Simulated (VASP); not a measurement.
Crystal: InP.

```
CELL_PARAMETERS angstrom
0.00000 2.95381 2.91925
2.95381 0.00000 2.91925
2.95381 2.95381 0.00000
ATOMIC_POSITIONS crystal
In 0.00000 0.00000 0.00000
P 0.25000 0.25000 0.25000
```

This cell differs from its parent crystal: uniaxial z strain -1.2%.

Base run:

* Program: VASP 6.6.1
* Functional: PBE
* Potentials or basis: VASP PAW PBE potentials, release 64 (In_d, P)
* Cutoff: 520 eV
* k mesh: 8 × 8 × 8
* Occupations: fermi-dirac, width 0.02 eV
* Spin: no spin polarisation

Its results: band gap on the k mesh 0.61 eV, direct; pressure 2.4 GPa.

The run is repeated on the same cell with these changes: functional from PBE to r2SCAN; occupations from fermi-dirac, width 0.02 eV to gaussian, width 0.01 eV. What comes out?

Band gap on the k mesh 1.06 eV, direct; pressure 0.7 GPa.

Caveats: spin-orbit coupling is left out, which moves the levels of the heavy elements; the PAW data sets were made with another functional, which shifts forces and pressure a little (some runs).

